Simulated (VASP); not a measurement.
# TaN (R-3m) in VASP: further runs

The runs below take TaN through single point, with PBEsol.

All numbers are computed with VASP 6.6.1; they aren't measurements. Logs are shortened: lines on timing, memory, paths and dates and some standing lists are left out, and cuts for length are marked.

### Step 1. The cell of the first run

The structure is trigonal, space group R-3m (No. 166). Conventional cell: a = 3.058 Å, b = 3.058 Å, c = 7.960 Å, α = 90.00°, β = 90.00°, γ = 120.00°. Ta (site symmetry -3m) has 6 N at 2.21 Å within 2.9 Å. N (site symmetry -3m) has 6 Ta at 2.21 Å within 2.9 Å.

### Step 2. Single point, PBEsol

Input file INCAR:

```
SYSTEM = TaN
  PREC = Accurate
  ENCUT = 520
  EDIFF = 1E-7
  ISMEAR = 0
  SIGMA = 0.15
  LREAL = .False.
  LASPH = .True.
  NELM = 100
  ALGO = Normal
  ISIF = 2
  LWAVE = .False.
  LCHARG = .False.
  GGA = PS
  NBANDS = 15
```

Input file KPOINTS:

```
Automatic mesh
0
Gamma
  20 20 20
  0 0 0
```

Input file POSCAR:

```
TaN
1.0
    0.0901075934      2.2526898356      2.2526898356
    2.2526898356      0.0901075934      2.2526898356
    2.2526898356      2.2526898356      0.0901075934
Ta N
1 1
Direct
    0.5000000000      0.5000000000      0.5000000000
    0.0000000000      0.0000000000      0.0000000000
```

Potentials or basis: VASP PAW PBE potentials, release 64 (Ta_pv, N).

Command:

```console
cat potpaw_PBE.64/Ta_pv/POTCAR potpaw_PBE.64/N/POTCAR > POTCAR
mpirun -np 1 vasp_std > vasp.out
```

OUTCAR:

```text
SYSTEM = TaN
   PREC = Accurate
   ENCUT = 520
   EDIFF = 1E-7
   ISMEAR = 0
   LREAL = .False.
   LASPH = .True.
   NELM = 100
   ISIF = 2
   GGA = PS

 ion  position               nearest neighbor table
   1  0.500  0.500  0.500-   2 2.21   2 2.21   2 2.21   2 2.21   2 2.21   2 2.21
   2  0.000  0.000  0.000-   1 2.21   1 2.21   1 2.21   1 2.21   1 2.21   1 2.21

  LATTYP: Found a trigonal (rhomboedric) cell.
 ALAT       =     3.1870585764
 COS(alpha) =     0.5395683453

  Lattice vectors:

 A1 = (   0.0901075934,   2.2526898356,   2.2526898356)
 A2 = (   2.2526898356,   0.0901075934,   2.2526898356)
 A3 = (   2.2526898356,   2.2526898356,   0.0901075934)

Analysis of symmetry for initial positions (statically):
=====================================================================
 Subroutine PRICEL returns:
 Original cell was already a primitive cell.

 Routine SETGRP: Setting up the symmetry group for a
 trigonal (rhombohedral) supercell.

 Subroutine GETGRP returns: Found 12 space group operations
 (whereof 12 operations were pure point group operations)
 out of a pool of 12 trial point group operations.

The static configuration has the point symmetry D_3d.

Analysis of symmetry for dynamics (positions and initial velocities):
=====================================================================
 Subroutine PRICEL returns:
 Original cell was already a primitive cell.

 Routine SETGRP: Setting up the symmetry group for a
 trigonal (rhombohedral) supercell.

 Subroutine GETGRP returns: Found 12 space group operations
 (whereof 12 operations were pure point group operations)
 out of a pool of 12 trial point group operations.

The dynamic configuration has the point symmetry D_3d.

 Subroutine INISYM returns: Found 12 space group operations
 (whereof 12 operations are pure point group operations),
 and found     1 'primitive' translations

----------------------------------------------------------------------------------------

                                     Primitive cell

  volume of cell :      21.4920

  direct lattice vectors                    reciprocal lattice vectors
     0.090107593  2.252689836  2.252689836    -0.235738513  0.226671647  0.226671647
     2.252689836  0.090107593  2.252689836     0.226671647 -0.235738513  0.226671647
     2.252689836  2.252689836  0.090107593     0.226671647  0.226671647 -0.235738513

  length of vectors
     3.187058576  3.187058576  3.187058576     0.397910439  0.397910439  0.397910439

  position of ions in fractional coordinates (direct lattice)
     0.500000000  0.500000000  0.500000000
     0.000000000  0.000000000  0.000000000

  ion indices of the primitive-cell ions
   primitive index   ion index
                 1           1
                 2           2

----------------------------------------------------------------------------------------

 KPOINTS: Automatic mesh

Automatic generation of k-mesh.
 Grid dimensions read from file:
 generate k-points for:   20   20   20

 Generating k-lattice:

  Cartesian coordinates                     Fractional coordinates (reciprocal lattice)
    -0.011786926  0.011333582  0.011333582     0.050000000  0.000000000  0.000000000
     0.011333582 -0.011786926  0.011333582     0.000000000  0.050000000  0.000000000
     0.011333582  0.011333582 -0.011786926     0.000000000  0.000000000  0.050000000

  Length of vectors
     0.019895522  0.019895522  0.019895522

  Shift w.r.t. Gamma in fractional coordinates (k-lattice)
     0.000000000  0.000000000  0.000000000

 Subroutine IBZKPT returns following result:
 ===========================================

 Found    781 irreducible k-points:

 Following reciprocal coordinates:
            Coordinates               Weight
  0.000000  0.000000  0.000000      1.000000
  0.050000  0.000000  0.000000      6.000000
  0.100000 -0.000000 -0.000000      6.000000
  0.150000  0.000000 -0.000000      6.000000
  0.200000 -0.000000 -0.000000      6.000000
  0.250000 -0.000000 -0.000000      6.000000
[... 16 lines left out ...]
 -0.400000  0.050000 -0.000000     12.000000
 -0.350000  0.050000 -0.000000     12.000000
 [... further k-points ...]
   k-points           NKPTS =    781   k-points in BZ     NKDIM =    781   number of bands    NBANDS=     15
   number of dos      NEDOS =    301   number of ions     NIONS =      2
   total plane-waves  NPLWV =  13824
   dimension x,y,z NGX =    24 NGY =   24 NGZ =   24
   dimension x,y,z NGXF=    48 NGYF=   48 NGZF=   48
   ions per type =               1   1
   NGX,Y,Z   is equivalent  to a cutoff of  12.52, 12.52, 12.52 a.u.
   NGXF,Y,Z  is equivalent  to a cutoff of  25.04, 25.04, 25.04 a.u.
 SYSTEM =  TaN
   PREC   = accura    normal or accurate (medium, high low for compatibility)
   ISTART =      0    job   : 0-new  1-cont  2-samecut
   ICHARG =      2    charge: 1-file 2-atom 10-const
   ISPIN  =      1    spin polarized calculation?
   LNONCOLLINEAR =      F non collinear calculations
   LSORBIT =      F    spin-orbit coupling
   LASPH  =      T    aspherical Exc in radial PAW
   ENCUT  =  520.0 eV  38.22 Ry    6.18 a.u.   5.93  5.93  5.93*2*pi/ulx,y,z
   NELM   =    100;   NELMIN=  2; NELMDL= -5     # of ELM steps
   EDIFF  = 0.1E-06   stopping-criterion for ELM
   LREAL  =      F    real-space projection
   EDIFFG = 0.1E-05   stopping-criterion for IOM
   NSW    =      0    number of steps for IOM
   IBRION =     -1    ionic relax: 0-MD 1-quasi-New 2-CG
   NFREE  =      0    steps in history (QN), initial steepest desc. (CG)
   ISIF   =      2    stress and relaxation
   ISYM   =      2    0-nonsym 1-usesym 2-fastsym
   POTIM  = 0.5000    time-step for ionic-motion
   TEBEG  =    0.0;   TEEND  =   0.0 temperature during run
   PSTRESS=    0.0 pullay stress
   NELECT =      16.0000    total number of electrons
   NUPDOWN=      -1.0000    fix difference up-down
   EMIN   =  10.00;   EMAX   =-10.00  energy-range for DOS
   EFERMI =   0.00;   METHOD = LEGACY
   ISMEAR =     0;   SIGMA  =   0.15  broadening in eV -4-tet -1-fermi 0-gaus
   EFERMI_NEDOS =   21; number of points for ismear=-14 and -15
   IALGO  =     38    algorithm
   IMIX   =      4    mixing-type and parameters
     AMIX     =   0.40;   BMIX     =  1.00
     AMIX_MAG =   1.60;   BMIX_MAG =  1.00
  volume/ion in A,a.u.               =      10.75        72.52
  Fermi-wavevector in a.u.,A,eV,Ry     =   1.483733  2.803850 29.952748  2.201465
  Thomas-Fermi vector in A             =   2.597358
   LORBIT       =      0    0 simple, 1 ext, 2 COOP (PROOUT), +10 PAW based schemes
   GGA     = PS    functional components
   LHFCALC =     F    Hartree Fock is set to
   AEXX    =    0.0000 exact exchange contribution
   IVDW    =     0    specifies the selected vdW correction
   LEPSILON=     F    determine dielectric tensor
   LRPA    =     F    only Hartree local field effects (RPA)
 non-spin polarized calculation
 Gauss-broadening in eV      SIGMA  =   0.15
  energy-cutoff  :      520.00
  volume of cell :       21.49
 maximum number of plane-waves:       600
   NGX = 11   NGY = 11   NGZ = 11

 number of electron      16.0000000 magnetization

 Free energy of the ion-electron system (eV)
  ---------------------------------------------------
  ext. energy  EPLUGINS =         0.00000000
  ---------------------------------------------------
  free energy    TOTEN  =       -23.18481564 eV

  energy without entropy =      -23.17448546  energy(sigma->0) =      -23.17965055

 E-fermi :   9.2012     XC(G=0): -13.5308

 val. band max:        9.1944640828   @ k =  -0.2000   0.4500   0.1000
 cond. band min:       9.2037208315   @ k =   0.3000   0.1000   0.0500
 fundamental gap:      0.0092567487
 Fermi energy:         9.2012060424

 k-point     1 :       0.0000    0.0000    0.0000
  band No.  band energies     occupation
      1     -26.5719      2.00000
      2     -26.4290      2.00000
      3     -26.4290      2.00000
      4      -9.4537      2.00000
      5       5.2681      2.00000
      6       5.6426      2.00000
      7       5.6426      2.00000
      8       6.4819      2.00000
      9       7.4315      2.00000
     10       7.4315      2.00000
     11       9.3390      0.19393
     12       9.3390      0.19393
     13      10.8091      0.00000
     14      18.6733      0.00000
     15      21.5799      0.00000

 k-point     2 :       0.0500    0.0000    0.0000
  band No.  band energies     occupation
      1     -26.5748      2.00000
      2     -26.4506      2.00000
      3     -26.4319      2.00000
      4      -9.3921      2.00000
      5       5.0191      2.00000
      6       5.3052      2.00000
      7       5.4254      2.00000
      8       6.6164      2.00000
      9       7.5197      2.00000
     10       7.5472      2.00000
     11       9.5980      0.00018
     12       9.6054      0.00014
     13      11.0111      0.00000
     14      18.8784      0.00000
     15      21.5798      0.00000

 k-point     3 :       0.1000   -0.0000   -0.0000
  band No.  band energies     occupation
      1     -26.5882      2.00000
      2     -26.5082      2.00000
      3     -26.4403      2.00000
      4      -9.2118      2.00000
      5       4.4456      2.00000
      6       4.5762      2.00000
      7       4.9220      2.00000
      8       6.9008      2.00000
      9       7.7459      2.00000
     10       7.7577      2.00000
     11      10.2645      0.00000
     12      10.2778      0.00000
     13      11.5474      0.00000
     14      19.4609      0.00000
     15      21.5794      0.00000
[... 343 lines left out ...]
 k-point    23 :      -0.4000    0.0500   -0.0000
  band No.  band energies     occupation
      1     -27.2555      2.00000
      2     -26.6173      2.00000
      3     -26.5523      2.00000
      4      -6.6958      2.00000
      5      -0.5981      2.00000
      6       1.5240      2.00000
      7       2.1626      2.00000
      8       9.6464      0.00003
      9      10.6996      0.00000
     10      11.6747      0.00000
     11      13.8700      0.00000
     12      15.7626      0.00000
     13      16.5467      0.00000
     14      20.8760      0.00000
     15      21.6392      0.00000

 k-point    24 :      -0.3500    0.0500   -0.0000
  band No.  band energies     occupation
      1     -27.1780      2.00000
      2     -26.6105      2.00000
      3     -26.5412      2.00000
      4      -7.0515      2.00000
      5      -0.0821      2.00000
      6       1.7341      2.00000
      7       2.4094      2.00000
      8       9.1640      1.27438
      9       9.9559      0.00000
     10      11.2009      0.00000
     11      14.0775      0.00000
     12      15.0987      0.00000
     13      15.9262      0.00000
     14      21.0796      0.00000
     15      21.6529      0.00000

 [... further k-points ...]
[... 5 lines left out ...]
  --------------------------------------------------------------------------------------
  -------------------------------------------------------------------------------------
  Total       -1.0174158     -1.0174158     -1.0174158     -0.3125639     -0.3125639     -0.3125639
  in kB      -75.8459192    -75.8459192    -75.8459192    -23.3008944    -23.3008944    -23.3008944
  external PRESSURE =     -75.8459192 kB  Pullay stress =       0.0000000 kB

 VOLUME and BASIS-vectors are now :
 -----------------------------------------------------------------------------
  energy-cutoff  :      520.00
  volume of cell :       21.49
      direct lattice vectors                 reciprocal lattice vectors
     0.090107593  2.252689836  2.252689836    -0.235738513  0.226671647  0.226671647
     2.252689836  0.090107593  2.252689836     0.226671647 -0.235738513  0.226671647
     2.252689836  2.252689836  0.090107593     0.226671647  0.226671647 -0.235738513

 POSITION                                       TOTAL-FORCE (eV/Angst)
 -----------------------------------------------------------------------------------
      2.29774      2.29774      2.29774         0.000000     -0.000000     -0.000000
      0.00000      0.00000      0.00000        -0.000000      0.000000      0.000000
 -----------------------------------------------------------------------------------
    total drift:                                0.000000     -0.000000     -0.000000

  FREE ENERGIE OF THE ION-ELECTRON SYSTEM (eV)
  ---------------------------------------------------
  free  energy   TOTEN  =       -23.1848156360 eV

  energy  without entropy=      -23.1744854610  energy(sigma->0) =      -23.17965055
```

Wall time 6.1 min (1 thread of AMD EPYC 7R43 (Zen 3), shared host); peak memory 0.32 GiB.

What came out:

```yaml
Free_energy: -23.1848 eV
Pressure: -7.6 GPa
Band_gap_on_the_k_mesh: zero (band 8 reaches 10.81 eV, above the bottom of band 9 at 7.43 eV)
```

Levels at points of the mesh, in eV from the Fermi level:
```
           k point  band 5  band 6  band 7  band 8  band 9  band 10  band 11  band 12
(0.00, 0.00, 0.00)   -3.93   -3.56   -3.56   -2.72   -1.77    -1.77     0.14     0.14
(0.50, 0.00, 0.00)  -10.23   -7.84   -7.24    1.04    2.52     2.65     3.78     7.46
(0.50, 0.50, 0.00)   -6.56   -5.38   -4.68   -4.35    2.03     3.38     3.66     4.45
(0.50, 0.50, 0.50)  -10.31   -7.05   -7.05    1.61    1.61     1.68     4.09     7.12
```

Caveat: the PAW data sets were made with another functional, which shifts forces and pressure a little; spin-orbit coupling is left out, which moves the levels of the heavy elements.

### Step 3. Single point, PBEsol

This run uses another cell than the first one, of the same volume but with other edges.

Input file INCAR:

```
PREC     = Accurate       # precision mode
ENCUT    = 520            # plane-wave cutoff, eV
EDIFF    = 1E-7           # SCF threshold, eV
ISMEAR   = 0              # smearing method
SIGMA    = 0.15           # smearing width, eV
LREAL    = False          # projectors in reciprocal space
LASPH    = True           # aspherical terms in the spheres
NELM     = 60             # most SCF steps
ALGO     = Normal         # electronic algorithm
ISIF     = 2              # what is computed and relaxed
LWAVE    = False          # write WAVECAR
LCHARG   = False          # write CHGCAR
GGA      = PS             # functional
NBANDS   = 15             # bands
```

Input file KPOINTS:

```
regular mesh
0
Gamma
  20 20 20
```

Input file POSCAR:

```
TaN
1.0
   -0.0884221472      2.1634152167      2.1634152167
    2.1634152167     -0.0884221472      2.1634152167
    2.1634152167      2.1634152167     -0.0884221472
Ta N
1 1
Direct
    0.5000000000      0.5000000000      0.5000000000
    0.0000000000      0.0000000000      0.0000000000
```

Potentials or basis: VASP PAW PBE potentials, release 64 (Ta_pv, N).

Command:

```console
cat potpaw_PBE.64/Ta_pv/POTCAR potpaw_PBE.64/N/POTCAR > POTCAR
mpirun -np 1 vasp_std > vasp.out
```

OUTCAR:

```text
PREC = Accurate
   ENCUT = 520
   EDIFF = 1E-7
   ISMEAR = 0
   LREAL = False
   LASPH = True
   NELM = 60
   ISIF = 2
   GGA = PS

 ion  position               nearest neighbor table
   1  0.500  0.500  0.500-   2 2.21   2 2.21   2 2.21   2 2.21   2 2.21   2 2.21
   2  0.000  0.000  0.000-   1 2.21   1 2.21   1 2.21   1 2.21   1 2.21   1 2.21

  LATTYP: Found a trigonal (rhomboedric) cell.
 ALAT       =     3.0608085984
 COS(alpha) =     0.4587452802

  Lattice vectors:

 A1 = (  -0.0884221472,   2.1634152167,   2.1634152167)
 A2 = (   2.1634152167,  -0.0884221472,   2.1634152167)
[... 609 lines left out ...]
     11      14.0843      0.00000
     12      15.0115      0.00000
     13      15.6475      0.00000
     14      20.5020      0.00000
     15      21.6131      0.00000

 [... further k-points ...]
[... 5 lines left out ...]
  --------------------------------------------------------------------------------------
  -------------------------------------------------------------------------------------
  Total       -1.0211006     -1.0211006     -1.0211006      0.3929983      0.3929983      0.3929983
  in kB      -76.1206128    -76.1206128    -76.1206128     29.2970878     29.2970878     29.2970878
  external PRESSURE =     -76.1206128 kB  Pullay stress =       0.0000000 kB

 VOLUME and BASIS-vectors are now :
 -----------------------------------------------------------------------------
  energy-cutoff  :      520.00
  volume of cell :       21.49
      direct lattice vectors                 reciprocal lattice vectors
    -0.088422147  2.163415217  2.163415217    -0.217408660  0.226673144  0.226673144
     2.163415217 -0.088422147  2.163415217     0.226673144 -0.217408660  0.226673144
     2.163415217  2.163415217 -0.088422147     0.226673144  0.226673144 -0.217408660

 POSITION                                       TOTAL-FORCE (eV/Angst)
 -----------------------------------------------------------------------------------
      2.11920      2.11920      2.11920         0.000000     -0.000000      0.000000
      0.00000      0.00000      0.00000        -0.000000      0.000000     -0.000000
 -----------------------------------------------------------------------------------
    total drift:                                0.000000     -0.000000     -0.000000

  FREE ENERGIE OF THE ION-ELECTRON SYSTEM (eV)
  ---------------------------------------------------
  free  energy   TOTEN  =       -23.1815729040 eV

  energy  without entropy=      -23.1711777339  energy(sigma->0) =      -23.17637532
```

OSZICAR:

```text
N       E                     dE             d eps       ncg     rms          rms(c)
DAV:   1     0.880191496419E+02    0.88019E+02   -0.87771E+03 23486   0.113E+03
DAV:   2    -0.231936968801E+02   -0.11121E+03   -0.10465E+03 29044   0.301E+02
DAV:   3    -0.259624590888E+02   -0.27688E+01   -0.27481E+01 26195   0.444E+01
DAV:   4    -0.259734731205E+02   -0.11014E-01   -0.11010E-01 30593   0.299E+00
DAV:   5    -0.259735452226E+02   -0.72102E-04   -0.72101E-04 26504   0.215E-01    0.238E+01
DAV:   6    -0.232997448865E+02    0.26738E+01   -0.49175E+00 28755   0.250E+01    0.998E+00
DAV:   7    -0.232212943359E+02    0.78451E-01   -0.50308E-01 27854   0.579E+00    0.680E+00
DAV:   8    -0.231876610006E+02    0.33633E-01   -0.16169E-01 28260   0.330E+00    0.143E+00
DAV:   9    -0.231817528822E+02    0.59081E-02   -0.17775E-02 26874   0.106E+00    0.317E-01
DAV:  10    -0.231816128565E+02    0.14003E-03   -0.11536E-03 28479   0.369E-01    0.598E-02
DAV:  11    -0.231815737283E+02    0.39128E-04   -0.81907E-05 26688   0.105E-01    0.175E-02
DAV:  12    -0.231815730291E+02    0.69922E-06   -0.57341E-06 27904   0.228E-02    0.326E-03
DAV:  13    -0.231815729020E+02    0.12714E-06   -0.27159E-07 27503   0.452E-03    0.125E-03
DAV:  14    -0.231815729040E+02   -0.20204E-08   -0.88846E-09 15537   0.919E-04
   1 F= -.23181573E+02 E0= -.23176375E+02  d E =-.103952E-01
```

stdout:

```text
POSCAR found type information on POSCAR TaN
 POSCAR found :  2 types and       2 ions
 scaLAPACK will be used
 -----------------------------------------------------------------------------
|                                                                             |
|                                                                             |
|     You enforced a specific xc type in the INCAR file but a different       |
|     I HOPE YOU KNOW WHAT YOU ARE DOING!                                     |
|                                                                             |
 -----------------------------------------------------------------------------

 LDA part: xc-table for (Slater+PW92), standard interpolation
 POSCAR, INCAR and KPOINTS ok, starting setup
 FFT: planning ... GRIDC
 FFT: planning ... GRID_SOFT
 FFT: planning ... GRID
 WAVECAR not read
 entering main loop
```

Wall time 5.9 min (1 thread of AMD EPYC 7R43 (Zen 3), shared host); peak memory 0.31 GiB.

What came out:

- Free energy: -23.1816 eV
- Pressure: -7.6 GPa
- Band gap on the k mesh: zero (band 8 reaches 11.47 eV, above the bottom of band 9 at 6.81 eV)

Caveat: the PAW data sets were made with another functional, which shifts forces and pressure a little; spin-orbit coupling is left out, which moves the levels of the heavy elements.
